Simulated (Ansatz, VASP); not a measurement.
**One calculation of Ga2O3, two programs**

```
Ga O
1.0
     6.22779   -1.54166    0.01161
     6.22779    1.54166    0.01161
    -1.40270    0.00000    5.70734
Ga O
4 6
Cartesian
  0.0050 0.0000 4.5377
  11.0478 0.0000 1.1928
  7.7615 0.0000 1.8083
  3.2914 0.0000 3.9223
  1.8834 0.0000 0.6269
  9.1695 0.0000 5.1037
  1.3721 0.0000 3.2248
  9.6808 0.0000 2.5058
  5.8184 0.0000 1.4767
  5.2345 0.0000 4.2539
```

Alike in both runs: functional PBE; k mesh 6 × 6 × 6; no spin polarisation.

Ansatz relaxed the structure, and its values are those at the end. VASP's run is a single point on that final structure, the one shown.

```csv
,VASP,Ansatz
version,VASP 6.6.1,Ansatz 0.2.0
potentials or method,"VASP PAW PBE potentials, release 64 (Ga_d, O), cutoff 520 eV","scalar-relativistic, plane waves, PAW"
occupations,"gaussian, width 0.01 eV",fixed
valence electrons in the cell,88,88
```

|  | VASP | Ansatz | Ansatz less VASP |
| --- | --- | --- | --- |
| gap on the k mesh at the Fermi level (eV) | 2.00 | 2.02 | +0.018 |
| least direct gap on the mesh (eV) | 2.02 | 2.03 | +0.017 |
| pressure (GPa) | 0.7 | 0.0 | -0.66 |
| rms of the force components (eV/Å) | 0.008 | 0.001 | -0.0075 |
